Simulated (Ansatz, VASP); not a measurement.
## One calculation of Ag, two programs

```
Ag
1.0
     0.00000    2.07410    2.07410
     2.07410    0.00000    2.07410
     2.07410    2.07410    0.00000
Ag
1
Cartesian
  0.0000 0.0000 0.0000
```

Alike in both runs: functional PBE; k mesh 18 × 18 × 18; occupations gaussian, width 0.1 eV; no spin polarisation.

Ansatz relaxed the structure, and its values are those at the end. VASP's run is a single point on that final structure, the one shown.

|  | VASP | Ansatz |
| --- | --- | --- |
| version | VASP 6.6.1 | Ansatz 0.2.0 |
| potentials or method | VASP PAW PBE potentials, release 64 (Ag), cutoff 520 eV | scalar-relativistic, plane waves, PAW |
| valence electrons in the cell | 11 | 19 |

Ansatz gave:

- gap on the k mesh at the Fermi level (eV): none
- pressure (GPa): 0.0

Estimate VASP's values.

gap on the k mesh at the Fermi level (eV): none; pressure (GPa): -0.2.

A gap of «none» marks a metal or a gap that the smearing closes. VASP's potentials hold 11 valence electrons a cell and Ansatz's 19, so a difference there can come from the potentials and not from the codes.
